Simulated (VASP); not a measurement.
A run of VASP 6.6.1:

Contents of INCAR:

```
SYSTEM = BAs
  ALGO = Normal
  EDIFF = 1E-7
  ENCUT = 520
  GGA = PE
  ISIF = 2
  ISMEAR = -1
  LASPH = .TRUE.
  LCHARG = .FALSE.
  LREAL = .FALSE.
  LWAVE = .FALSE.
  NBANDS = 11
  NELM = 80
  PREC = Accurate
  SIGMA = 0.08
```

File KPOINTS:

```
k-points
0
G
  15 15 15
  0 0 0
```

Contents of POSCAR:

```
BAs
1.0
    0.0000000000      2.3559877699      2.3559877699
    2.3559877699      0.0000000000      2.3559877699
    2.3559877699      2.3559877699      0.0000000000
B As
1 1
Direct
    0.0000000000      0.0000000000      0.0000000000
    0.2500000000      0.2500000000      0.2500000000
```

Potentials or basis: VASP PAW PBE potentials, release 64 (B, As).

Command:

```bash
$ cat potpaw_PBE.64/B/POTCAR potpaw_PBE.64/As/POTCAR > POTCAR
$ mpirun -np 1 vasp_std > vasp.out
```

Hardware: 1 thread of Intel(R) Xeon(R) Platinum 8488C (Sapphire Rapids), with other jobs on the host.

Problem. Estimate the wall time of this run.

Solution. It took 57 s on 1 thread of Intel(R) Xeon(R) Platinum 8488C (Sapphire Rapids), on a shared host, peak memory 0.18 GiB. Counts: scf iterations 13, k points 120.
